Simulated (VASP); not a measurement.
A run of VASP 6.6.1 is set up as follows.

The input INCAR:

```
SYSTEM = Ag
ALGO     = Normal         ! electronic algorithm
EDIFF    = 1E-7           ! SCF threshold, eV
ENCUT    = 520            ! plane-wave cutoff, eV
GGA      = PS             ! functional
ISIF     = 2              ! what is computed and relaxed
ISMEAR   = 0              ! smearing method
LASPH    = .TRUE.         ! aspherical terms in the spheres
LCHARG   = .FALSE.        ! write CHGCAR
LREAL    = .FALSE.        ! projectors in reciprocal space
LWAVE    = .FALSE.        ! write WAVECAR
NBANDS   = 12             ! bands
NELM     = 60             ! most SCF steps
PREC     = Accurate       ! precision mode
SIGMA    = 0.15           ! smearing width, eV
```

KPOINTS

```
k-points
0
G
  20 20 20
  0 0 0
```

POSCAR

```
Ag
1.0
    0.0000000000      2.0124535000      2.1043930000
    2.0124535000      0.0000000000      2.1043930000
    2.0124535000      2.0124535000      0.0000000000
Ag
1
Direct
    0.0000000000      0.0000000000      0.0000000000
```

Potentials or basis: VASP PAW PBE potentials, release 64 (Ag).

The run is started by

```bash
$ cat potpaw_PBE.64/Ag/POTCAR > POTCAR
$ mpirun -np 1 vasp_std > vasp.out
```

Q: What does it give for the pressure?

A: -2.7 GPa.

Stress tensor (GPa, compression positive):
```
-2.00  0.00  0.00
 0.00 -2.00  0.00
 0.00  0.00 -4.02
```

Caveat: the cell differs from its parent crystal (strain -0.015 along x and y, +0.030 along z); the PAW data sets were made with another functional, which shifts forces and pressure a little.
